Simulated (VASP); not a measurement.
Runs of VASP 6.6.1 on SnSe3. The structure is that of space group Fm-3m (No. 225), or close to it. The cells are those of the table. 

```tsv
task	cell	cutoff (eV)	gap on the mesh (eV)	pressure (GPa)
single point	a = 5.038 Å, angles 60.0°, 4 atoms	520	none	(a)
single point	a = 5.021 Å, angles 60.0°, 4 atoms	520	none	0.0
single point	a = 5.004 Å, angles 60.0°, 4 atoms	520	none	0.5
relaxation of cell and atoms	relaxed from a = 5.021 Å, angles 60.0°, 4 atoms	600	none	0.0
```

Alike in all rows: level PBE; potentials or basis VASP PAW PBE potentials, release 64 (Sn_d, Se); no spin polarisation; k mesh 6 × 6 × 6; smearing fermi-dirac 0.02 eV.

**Question.** Fill in the values left out.

**Answer.** (a) -0.6.

Caveats: spin-orbit coupling is left out, which moves the levels of the heavy elements; the relaxation stopped at its first step, so nothing moved (some runs).

A k mesh can miss the band edges, and the runs leave out spin-orbit coupling on Se, Sn.

A gap of «none» marks levels without a gap at the run's occupations.
